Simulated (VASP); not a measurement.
# C (Fd-3m) in VASP: a series of runs, part 2 of 2

VASP 6.6.1. Earlier steps stand in the parts before.

### Step 5. Single point, PBEsol

This run uses another cell than the first one, of 5.61 Å³/atom, 1.020 times its volume.

INCAR

```
SYSTEM = C
  PREC = Accurate
  ENCUT = 520
  EDIFF = 1E-6
  ISMEAR = 0
  SIGMA = 0.02
  LREAL = .False.
  LASPH = .True.
  NELM = 80
  ALGO = Normal
  ISIF = 2
  LWAVE = .False.
  LCHARG = .True.
  GGA = PS
  LELF = .True.
  LVHAR = .True.
  NBANDS = 11
```

KPOINTS

```
Automatic mesh
0
Gamma
  12 12 12
  0 0 0
```

POSCAR

```
C
1.0
    0.0000000000      1.7769046140      1.7769046140
    1.7769046140      0.0000000000      1.7769046140
    1.7769046140      1.7769046140      0.0000000000
C
2
Direct
    0.5000000000      0.5000000000      0.5000000000
    0.7500000000      0.7500000000      0.7500000000
```

Potentials or basis: VASP PAW PBE potentials, release 64 (C).

On the command line:

```
$ cat potpaw_PBE.64/C/POTCAR > POTCAR
$ mpirun -np 1 vasp_std > vasp.out
```

OUTCAR:

```text
SYSTEM = C
   PREC = Accurate
   ENCUT = 520
   EDIFF = 1E-6
   ISMEAR = 0
   LREAL = .False.
   LASPH = .True.
   NELM = 80
   ISIF = 2
   GGA = PS

 ion  position               nearest neighbor table
   1  0.500  0.500  0.500-   2 1.54   2 1.54   2 1.54   2 1.54
   2  0.750  0.750  0.750-   1 1.54   1 1.54   1 1.54   1 1.54

  LATTYP: Found a face centered cubic cell.
 ALAT       =     3.5538092280

  Lattice vectors:

[... 514 lines left out ...]
      4       6.2224      2.00000
      5      17.3357      0.00000
      6      20.1110      0.00000
      7      21.1882      0.00000
      8      25.3369      0.00000
      9      29.2219      0.00000
     10      34.0078      0.00000
     11      34.4773      0.00000

 [... further k-points ...]
[... 5 lines left out ...]
  --------------------------------------------------------------------------------------
  -------------------------------------------------------------------------------------
  Total        0.0772859      0.0772859      0.0772859     -0.0000000     -0.0000000      0.0000000
  in kB       11.0354121     11.0354121     11.0354121     -0.0000000     -0.0000000      0.0000000
  external PRESSURE =      11.0354121 kB  Pullay stress =       0.0000000 kB

 VOLUME and BASIS-vectors are now :
 -----------------------------------------------------------------------------
  energy-cutoff  :      520.00
  volume of cell :       11.22
      direct lattice vectors                 reciprocal lattice vectors
     0.000000000  1.776904614  1.776904614    -0.281388205  0.281388205  0.281388205
     1.776904614  0.000000000  1.776904614     0.281388205 -0.281388205  0.281388205
     1.776904614  1.776904614  0.000000000     0.281388205  0.281388205 -0.281388205

 POSITION                                       TOTAL-FORCE (eV/Angst)
 -----------------------------------------------------------------------------------
      1.77690      1.77690      1.77690         0.000000      0.000000      0.000000
      2.66536      2.66536      2.66536        -0.000000     -0.000000     -0.000000
 -----------------------------------------------------------------------------------
    total drift:                                0.000000     -0.000000      0.000000

  FREE ENERGIE OF THE ION-ELECTRON SYSTEM (eV)
  ---------------------------------------------------
  free  energy   TOTEN  =       -19.2497003340 eV

  energy  without entropy=      -19.2497003340  energy(sigma->0) =      -19.24970033
```

It took 5.3 s on 1 thread of Intel Xeon Platinum 8488C (Sapphire Rapids), shared host; peak memory 0.12 GiB.

Results:

```yaml
Free_energy: -19.2497 eV
Pressure: 1.1 GPa
Band_gap_on_the_k_mesh: 4.06 eV, indirect (least direct gap 5.57 eV)
```

Levels at points of the mesh, in eV from the valence-band top:
```
           k point  band 2  band 3  band 4  band 5  band 6  band 7
(0.00, 0.00, 0.00)    0.00    0.00    0.00    5.57    5.57    5.57
(0.50, 0.00, 0.00)  -13.59   -2.84   -2.84    8.43    8.43    8.99
(0.50, 0.50, 0.00)  -12.85   -6.40   -6.40    4.62    4.62   16.95
```

Caveat: the PAW data sets were made with another functional, which shifts forces and pressure a little. A k mesh can miss the band edges.

### Step 6. Relaxation of cell and atoms, PBEsol

This run uses another cell than the first one, of 5.61 Å³/atom, 1.020 times its volume.

INCAR

```
SYSTEM = C
PREC = Accurate
ENCUT = 600
EDIFF = 1E-7
ISMEAR = 0
SIGMA = 0.01
LREAL = .False.
LASPH = .True.
NELM = 80
ALGO = Normal
ISIF = 3
LWAVE = .False.
LCHARG = .False.
GGA = PS
IBRION = 2
NSW = 80
EDIFFG = -0.001
```

KPOINTS

```
regular mesh
0
Gamma
  12 12 12
  0 0 0
```

POSCAR is that of step 5.

Potentials or basis: VASP PAW PBE potentials, release 64 (C).

On the command line:

```
$ cat potpaw_PBE.64/C/POTCAR > POTCAR
$ mpirun -np 1 vasp_std > vasp.out
```

Wall time 7.9 s (1 thread of Intel Xeon Platinum 8488C (Sapphire Rapids), shared host); peak memory 0.12 GiB.

Results (log left out):

```yaml
Free_energy: -19.2543 eV
Relaxed_volume: 5.62 Å³/atom
Relaxed_cell: a = 2.514 Å, b = 2.514 Å, c = 2.514 Å, α = 60.00°, β = 60.00°, γ = 60.00°
Space_group_after_relaxing_to_0.05_Å: Fd-3m (No. 227)
Energy_gained_by_relaxing: 0.0 meV/atom
Ionic_steps: 3
Pressure_after_relaxing: 0.0 GPa
Band_gap_on_the_k_mesh: 4.06 eV, indirect (least direct gap 5.57 eV)
```

Final structure:
```
C
1.0
     0.00000    1.77748    1.77748
     1.77748    0.00000    1.77748
     1.77748    1.77748    0.00000
C
2
Direct
  0.50000 0.50000 0.50000
  0.75000 0.75000 0.75000
```

Levels at points of the mesh, in eV from the valence-band top:
```csv
k point,band 2,band 3,band 4,band 5,band 6,band 7
"(0.00, 0.00, 0.00)",0.00,0.00,0.00,5.57,5.57,5.57
"(0.50, 0.00, 0.00)",-13.58,-2.84,-2.84,8.43,8.43,8.97
"(0.50, 0.50, 0.00)",-12.85,-6.40,-6.40,4.62,4.62,16.93
```

Caveat: the PAW data sets were made with another functional, which shifts forces and pressure a little. A k mesh can miss the band edges.

### Step 7. Summary

| task | cell | cutoff (eV) | smearing | gap on the mesh (eV) | pressure (GPa) |
| --- | --- | --- | --- | --- | --- |
| single point | a = 2.496 Å, angles 60.0°, 2 atoms | 520 | gaussian 0.01 eV | 4.11 | 10.6 |
| single point | a = 2.513 Å, angles 60.0°, 2 atoms | 520 | gaussian 0.01 eV | 4.06 | 1.1 |
| single point | a = 2.530 Å, angles 60.0°, 2 atoms | 520 | gaussian 0.01 eV | 4.01 | -7.6 |
| single point | a = 2.513 Å, angles 60.0°, 2 atoms | 520 | gaussian 0.02 eV | 4.06 | 1.1 |
| relaxation of cell and atoms | relaxed from a = 2.513 Å, angles 60.0°, 2 atoms | 600 | gaussian 0.01 eV | 4.06 | 0.0 |

Alike in all rows: level PBEsol; potentials or basis VASP PAW PBE potentials, release 64 (C); no spin polarisation; k mesh 12 × 12 × 12.

Caveats: the PAW data sets were made with another functional, which shifts forces and pressure a little.

Total energies depend on the potentials used, so only differences within one code and one set of settings carry meaning.
